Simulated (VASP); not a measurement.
# MgCu14 in VASP: further runs

The runs below take MgCu14 through single point, with PBE.

Program: VASP 6.6.1. These are calculated values, not measurements. Logs are shortened: lines on timing, memory, paths and dates and some standing lists are left out, and cuts for length are marked.

### Step 1. The cell of the first run

The cell holds a slab with vacuum, 15 atoms: a = 4.445 Å, b = 4.445 Å, c = 20.381 Å, α = 90.00°, β = 90.00°, γ = 120.00°.

### Step 2. Single point, PBE

INCAR reads:

```
  PREC = Accurate
  ENCUT = 520
  EDIFF = 1E-6
  ISMEAR = 1
  SIGMA = 0.1
  LREAL = False
  LASPH = True
  NELM = 120
  ALGO = Normal
  ISIF = 2
  LWAVE = False
  LCHARG = False
  LDIPOL = True
  IDIPOL = 3
  DIPOL = 0.5 0.5 0.500
  GGA = PE
  NBANDS = 91
  GGA_COMPAT = False
  NELMDL = -8
```

KPOINTS reads:

```
Automatic mesh
0
Gamma
  6 6 1
```

POSCAR reads:

```
MgCu14
1.0
    3.8490653454      2.2222589133      0.0000000000
   -3.8490653454      2.2222589133      0.0000000000
    0.0000000000      0.0000000000     20.3807019766
Cu Mg
14 1
Direct
   -0.0007214612      0.0000000000      0.2920405653
    0.3340547945      0.6673881279      0.2920405653
    0.6666666667      0.3326118721      0.2920405653
    0.3277600720      1.0000000000      0.3937294471
    0.6666666667      0.6610934054      0.3937294471
    0.0055732613      0.3389065946      0.3937294471
    1.0000000000      0.6666666667      0.4999993461
    0.3333333333      0.3333333333      0.4999993461
    1.0055731355      1.0000000000      0.6062686318
    0.3277601978      0.6610935312      0.6062686318
    0.6666666667      0.3389064688      0.6062686318
    0.3340547245      1.0000000000      0.7079571349
    0.6666666667      0.6673880578      0.7079571349
    0.9992786089      0.3326119422      0.7079571349
    0.6666666667      1.0000000000      0.4999990076
```

Potentials or basis: VASP PAW PBE potentials, release 64 (Cu, Mg).

Started as:

```bash
$ cat potpaw_PBE.64/Cu/POTCAR potpaw_PBE.64/Mg/POTCAR > POTCAR
$ mpirun -np 1 vasp_std > vasp.out
```

OUTCAR:

```text
PREC = Accurate
   ENCUT = 520
   EDIFF = 1E-6
   ISMEAR = 1
   LREAL = False
   LASPH = True
   NELM = 120
   ISIF = 2
   GGA = PE
   NELMDL = -8

 ion  position               nearest neighbor table
   1  0.999  0.000  0.292-   4 2.54   6 2.55   5 2.55   3 2.56   2 2.56   2 2.57   2 2.57   3 2.57
                             3 2.57
   2  0.334  0.667  0.292-   6 2.54   4 2.55   5 2.55   3 2.56   1 2.56   1 2.57   3 2.57   1 2.57
                             3 2.57
   3  0.667  0.333  0.292-   5 2.54   6 2.55   4 2.55   1 2.56   2 2.56   2 2.57   1 2.57   1 2.57
                             2 2.57
   4  0.328  0.000  0.394-   1 2.54   6 2.54   5 2.54   6 2.54   5 2.54   2 2.55   3 2.55   5 2.61
                             6 2.61   8 2.62   7 2.62  15 2.64
   5  0.667  0.661  0.394-   3 2.54   4 2.54   6 2.54   6 2.54   4 2.54   1 2.55   2 2.55   6 2.61
                             4 2.61   7 2.62   8 2.62  15 2.64
   6  0.006  0.339  0.394-   2 2.54   4 2.54   5 2.54   5 2.54   4 2.54   1 2.55   3 2.55   5 2.61
                             4 2.61   8 2.62   7 2.62  15 2.64
   7  0.000  0.667  0.500-   8 2.57  15 2.57   8 2.57   8 2.57  15 2.57  15 2.57  10 2.62   9 2.62
                            11 2.62   5 2.62   4 2.62   6 2.62
   8  0.333  0.333  0.500-   7 2.57  15 2.57   7 2.57   7 2.57  15 2.57  15 2.57   9 2.62  10 2.62
                            11 2.62   6 2.62   4 2.62   5 2.62
   9  0.006  0.000  0.606-  12 2.54  10 2.54  11 2.54  11 2.54  10 2.54  14 2.55  13 2.55  11 2.61
                            10 2.61   7 2.62   8 2.62  15 2.64
  10  0.328  0.661  0.606-  14 2.54  11 2.54   9 2.54   9 2.54  11 2.54  12 2.55  13 2.55  11 2.61
                             9 2.61   7 2.62   8 2.62  15 2.64
  11  0.667  0.339  0.606-  13 2.54  10 2.54   9 2.54   9 2.54  10 2.54  14 2.55  12 2.55   9 2.61
                            10 2.61   7 2.62   8 2.62  15 2.64
  12  0.334  0.000  0.708-   9 2.54  10 2.55  11 2.55  13 2.56  14 2.56  14 2.57  13 2.57  13 2.57
                            14 2.57
  13  0.667  0.667  0.708-  11 2.54   9 2.55  10 2.55  12 2.56  14 2.56  14 2.57  12 2.57  12 2.57
                            14 2.57
  14  0.999  0.333  0.708-  10 2.54  11 2.55   9 2.55  12 2.56  13 2.56  13 2.57  12 2.57  12 2.57
                            13 2.57
  15  0.667  0.000  0.500-   7 2.57   8 2.57   8 2.57   7 2.57   8 2.57   7 2.57   5 2.64   6 2.64
                             4 2.64   9 2.64  11 2.64  10 2.64

  LATTYP: Found a hexagonal cell.
 ALAT       =     4.4445178266
 C/A-ratio  =     4.5855822323

  Lattice vectors:

 A1 = (   3.8490653454,   2.2222589133,   0.0000000000)
 A2 = (  -3.8490653454,   2.2222589133,   0.0000000000)
 A3 = (   0.0000000000,   0.0000000000,  20.3807019766)

Analysis of symmetry for initial positions (statically):
=====================================================================
 Subroutine PRICEL returns:
 Original cell was already a primitive cell.

 Routine SETGRP: Setting up the symmetry group for a
 hexagonal supercell.

 Subroutine GETGRP returns: Found 12 space group operations
 (whereof  2 operations were pure point group operations)
 out of a pool of 24 trial point group operations.

The static configuration has the point symmetry C_1h.
 The point group associated with its full space group is D_3d.

Analysis of symmetry for dynamics (positions and initial velocities):
=====================================================================
 Subroutine PRICEL returns:
 Original cell was already a primitive cell.

 Routine SETGRP: Setting up the symmetry group for a
 hexagonal supercell.

 Subroutine GETGRP returns: Found 12 space group operations
 (whereof  2 operations were pure point group operations)
 out of a pool of 24 trial point group operations.

The dynamic configuration has the point symmetry C_1h.
 The point group associated with its full space group is D_3d.

 Subroutine INISYM returns: Found 12 space group operations
 (whereof  2 operations are pure point group operations),
 and found     1 'primitive' translations

----------------------------------------------------------------------------------------

                                     Primitive cell

  volume of cell :     348.6576

  direct lattice vectors                    reciprocal lattice vectors
     3.849065345  2.222258913  0.000000000     0.129901666  0.224996285  0.000000000
    -3.849065345  2.222258913  0.000000000    -0.129901666  0.224996285  0.000000000
     0.000000000  0.000000000 20.380701977     0.000000000  0.000000000  0.049066023

  length of vectors
[... 59 lines left out ...]
 ===========================================

 Found      7 irreducible k-points:

 Following reciprocal coordinates:
            Coordinates               Weight
  0.000000  0.000000  0.000000      1.000000
  0.166667  0.000000  0.000000      6.000000
  0.333333  0.000000  0.000000      6.000000
  0.500000  0.000000  0.000000      3.000000
  0.166667  0.166667  0.000000      6.000000
  0.333333  0.166667  0.000000     12.000000
  0.333333  0.333333  0.000000      2.000000
   k-points           NKPTS =      7   k-points in BZ     NKDIM =      7   number of bands    NBANDS=     91
   number of dos      NEDOS =    301   number of ions     NIONS =     15
   total plane-waves  NPLWV = 207360
   dimension x,y,z NGX =    36 NGY =   36 NGZ =  160
   dimension x,y,z NGXF=    72 NGYF=   72 NGZF=  320
   ions per type =              14   1
   NGX,Y,Z   is equivalent  to a cutoff of  13.47, 13.47, 13.05 a.u.
   NGXF,Y,Z  is equivalent  to a cutoff of  26.93, 26.93, 26.10 a.u.
 SYSTEM =  unknown system
   PREC   = accura    normal or accurate (medium, high low for compatibility)
   ISTART =      0    job   : 0-new  1-cont  2-samecut
   ICHARG =      2    charge: 1-file 2-atom 10-const
   ISPIN  =      1    spin polarized calculation?
   LNONCOLLINEAR =      F non collinear calculations
   LSORBIT =      F    spin-orbit coupling
   LASPH  =      T    aspherical Exc in radial PAW
   ENCUT  =  520.0 eV  38.22 Ry    6.18 a.u.   8.26  8.26 37.89*2*pi/ulx,y,z
   NELM   =    120;   NELMIN=  2; NELMDL= -8     # of ELM steps
   EDIFF  = 0.1E-05   stopping-criterion for ELM
   LREAL  =      F    real-space projection
   EDIFFG = 0.1E-04   stopping-criterion for IOM
   NSW    =      0    number of steps for IOM
[... 5 lines left out ...]
   TEBEG  =    0.0;   TEEND  =   0.0 temperature during run
   PSTRESS=    0.0 pullay stress
   NELECT =     156.0000    total number of electrons
   NUPDOWN=      -1.0000    fix difference up-down
   EMIN   =  10.00;   EMAX   =-10.00  energy-range for DOS
   EFERMI =   0.00;   METHOD = LEGACY
   ISMEAR =     1;   SIGMA  =   0.10  broadening in eV -4-tet -1-fermi 0-gaus
   EFERMI_NEDOS =   21; number of points for ismear=-14 and -15
   IALGO  =     38    algorithm
   IMIX   =      4    mixing-type and parameters
     AMIX     =   0.40;   BMIX     =  1.00
     AMIX_MAG =   1.60;   BMIX_MAG =  1.00
  volume/ion in A,a.u.               =      23.24       156.86
  Fermi-wavevector in a.u.,A,eV,Ry     =   1.252132  2.366186 21.331673  1.567834
  Thomas-Fermi vector in A             =   2.386046
   LORBIT       =      0    0 simple, 1 ext, 2 COOP (PROOUT), +10 PAW based schemes
   GGA     = PE    functional components
   LHFCALC =     F    Hartree Fock is set to
   AEXX    =    0.0000 exact exchange contribution
   IVDW    =     0    specifies the selected vdW correction
   LEPSILON=     F    determine dielectric tensor
   LRPA    =     F    only Hartree local field effects (RPA)
 non-spin polarized calculation
 Methfessel and Paxton  Order N= 1 SIGMA  =   0.10
  energy-cutoff  :      520.00
  volume of cell :      348.66
 maximum number of plane-waves:      9434
 NGX is ok and might be reduce to    36
   NGX = 17   NGY = 17   NGZ = 75

 number of electron     155.9999939 magnetization

 dipolmoment           0.000000      0.000000      0.001159 electrons x Angstroem

 Free energy of the ion-electron system (eV)
  ---------------------------------------------------
  ext. energy  EPLUGINS =         0.00000000
  ---------------------------------------------------
  free energy    TOTEN  =       -50.93268984 eV

  energy without entropy =      -50.93232377  energy(sigma->0) =      -50.93256782

 E-fermi :   1.6525     XC(G=0):  -7.3439

 val. band max:        1.5835409558   @ k =   0.3333   0.3333   0.0000
 cond. band min:       1.6575066795   @ k =   0.1667   0.1667   0.0000
 fundamental gap:      0.0739657237
 Fermi energy:         1.6525194526

 k-point     1 :       0.0000    0.0000    0.0000
  band No.  band energies     occupation
      1      -7.3867      2.00000
      2      -6.5687      2.00000
      3      -5.1977      2.00000
      4      -3.9771      2.00000
      5      -3.4331      2.00000
      6      -2.4336      2.00000
[... 640 lines left out ...]
     89       7.5291      0.00000
     90       7.8485      0.00000
 [bands above 90 left out]

------------------------ aborting loop because EDIFF is reached ----------------------------------------

 vacuum level on the upper side and lower side of the slab       (xc-potential included)        -0.256        -0.268

  FORCE on cell =-STRESS in cart. coord.  units (eV):
  Direction    XX          YY          ZZ          XY          YZ          ZX
  --------------------------------------------------------------------------------------
  -------------------------------------------------------------------------------------
  Total        1.1326248      1.1326248      0.5635556      0.0000000     -0.0000000      0.0000000
  in kB        5.2047226      5.2047226      2.5896928      0.0000000     -0.0000000      0.0000000
  external PRESSURE =       4.3330460 kB  Pullay stress =       0.0000000 kB

 VOLUME and BASIS-vectors are now :
 -----------------------------------------------------------------------------
  energy-cutoff  :      520.00
  volume of cell :      348.66
      direct lattice vectors                 reciprocal lattice vectors
     3.849065345  2.222258913  0.000000000     0.129901666  0.224996285  0.000000000
    -3.849065345  2.222258913  0.000000000    -0.129901666  0.224996285  0.000000000
     0.000000000  0.000000000 20.380701977     0.000000000  0.000000000  0.049066023

 POSITION                                       TOTAL-FORCE (eV/Angst)
 -----------------------------------------------------------------------------------
      3.84629      2.22066      5.95199        -0.001704     -0.000984     -0.026368
     -1.28302      2.22547      5.95199        -0.000000      0.001968     -0.026368
      1.28580      2.22066      5.95199         0.001704     -0.000984     -0.026368
      1.26157      0.72837      8.02448        -0.012928     -0.007464      0.000722
      0.02145      2.95063      8.02448         0.012928     -0.007464      0.000722
     -1.28302      0.76552      8.02448        -0.000000      0.014927      0.000722
     -2.56604      1.48151     10.19034        -0.000000     -0.000000     -0.000000
      0.00000      1.48151     10.19034        -0.000000     -0.000000     -0.000000
      0.02145      0.01238     12.35618         0.012928      0.007464     -0.000722
     -1.28302      2.19749     12.35618        -0.000000     -0.014927     -0.000722
      1.26157      2.23464     12.35618        -0.012928      0.007464     -0.000722
      1.28580      0.74236     14.42866         0.001704      0.000984      0.026368
     -0.00278      2.96462     14.42866        -0.001704      0.000984      0.026368
      2.56604      2.95981     14.42866        -0.000000     -0.001968      0.026368
      2.56604      1.48151     10.19033        -0.000000     -0.000000     -0.000000
 -----------------------------------------------------------------------------------
    total drift:                                0.000000      0.000000      0.219989

  FREE ENERGIE OF THE ION-ELECTRON SYSTEM (eV)
  ---------------------------------------------------
  free  energy   TOTEN  =       -50.9326898441 eV

  energy  without entropy=      -50.9323237728  energy(sigma->0) =      -50.93256782

 vacuum level on the upper side and lower side of the slab         6.055         6.043
```

Run time: 16 min. Hardware: 1 thread of Intel Xeon 8259CL, shared host; peak memory 0.54 GiB.

What came out:

```yaml
Free_energy: -50.9327 eV
Largest_force: 0.026 eV/Å
Band_gap_on_the_k_mesh: zero (bands 78 and 79 overlap by 3.62 eV)
```

Forces on the atoms (eV/Å):
```
Cu  -0.002 -0.001 -0.026
Cu   0.000  0.002 -0.026
Cu   0.002 -0.001 -0.026
Cu  -0.013 -0.007  0.001
Cu   0.013 -0.007  0.001
Cu   0.000  0.015  0.001
Cu   0.000  0.000  0.000
Cu   0.000  0.000  0.000
Cu   0.013  0.007 -0.001
Cu   0.000 -0.015 -0.001
Cu  -0.013  0.007 -0.001
Cu   0.002  0.001  0.026
Cu  -0.002  0.001  0.026
Cu   0.000 -0.002  0.026
Mg   0.000  0.000  0.000
```

### Step 3. Single point, PBE

INCAR reads:

```
SYSTEM = MgCu14
ALGO = Normal
DIPOL = 0.5 0.5 0.500
EDIFF = 1E-6
ENCUT = 520
GGA = PE
GGA_COMPAT = .FALSE.
IDIPOL = 3
ISIF = 2
ISMEAR = 1
LASPH = .TRUE.
LCHARG = .FALSE.
LDIPOL = .TRUE.
LREAL = .FALSE.
LWAVE = .FALSE.
NBANDS = 91
NELM = 120
NELMDL = -8
PREC = Accurate
SIGMA = 0.1
```

KPOINTS reads:

```
k-points
0
G
  9 9 1
  0 0 0
```

POSCAR reads:

```
MgCu14
1.0
    3.8490653454      2.2222589133      0.0000000000
   -3.8490653454      2.2222589133      0.0000000000
    0.0000000000      0.0000000000     20.3807019766
Cu Mg
14 1
Direct
   -0.0008048801      0.0000000000      0.2922866742
    0.3341382135      0.6674715468      0.2922866742
    0.6666666667      0.3325284532      0.2922866742
    0.3271786509      1.0000000000      0.3940214958
    0.6666666667      0.6605119842      0.3940214958
    0.0061546825      0.3394880158      0.3940214958
    1.0000000000      0.6666666667      0.4999990250
    0.3333333333      0.3333333333      0.4999990250
    1.0061545505      1.0000000000      0.6059765038
    0.3271787828      0.6605121161      0.6059765038
    0.6666666667      0.3394878839      0.6059765038
    0.3341382033      1.0000000000      0.7077113511
    0.6666666667      0.6674715366      0.7077113511
    0.9991951301      0.3325284634      0.7077113511
    0.6666666667      1.0000000000      0.4999989123
```

Potentials or basis: VASP PAW PBE potentials, release 64 (Cu, Mg).

Started as:

```bash
$ cat potpaw_PBE.64/Cu/POTCAR potpaw_PBE.64/Mg/POTCAR > POTCAR
$ mpirun -np 1 vasp_std > vasp.out
```

Run time: 21 min. Hardware: 1 thread of Intel Xeon 8259CL, shared host; peak memory 0.62 GiB.

Results (log left out):

- Free energy: -51.0346 eV
- Largest force: 0.022 eV/Å
- Band gap on the k mesh: zero (bands 78 and 79 overlap by 3.62 eV)

Forces in eV/Å, atoms in the order of the input:
```
Cu  -0.001  0.000 -0.022
Cu   0.000  0.001 -0.022
Cu   0.001  0.000 -0.022
Cu   0.002  0.001  0.001
Cu  -0.002  0.001  0.001
Cu   0.000 -0.002  0.001
Cu   0.000  0.000  0.000
Cu   0.000  0.000  0.000
Cu  -0.002 -0.001 -0.001
Cu   0.000  0.002 -0.001
Cu   0.002 -0.001 -0.001
Cu   0.001  0.000  0.022
Cu  -0.001  0.000  0.022
Cu   0.000 -0.001  0.022
Mg   0.000  0.000  0.000
```

Levels at points of the mesh, in eV from the Fermi level:
| k point | band 74 | band 75 | band 76 | band 77 | band 78 | band 79 | band 80 | band 81 |
| --- | --- | --- | --- | --- | --- | --- | --- | --- |
| (0.00, 0.00, 0.00) | -1.64 | -1.00 | -0.34 | 2.33 | 2.33 | 3.19 | 3.19 | 3.29 |

The gap in the log of VASP goes by the Fermi energy; the results here count the filled bands.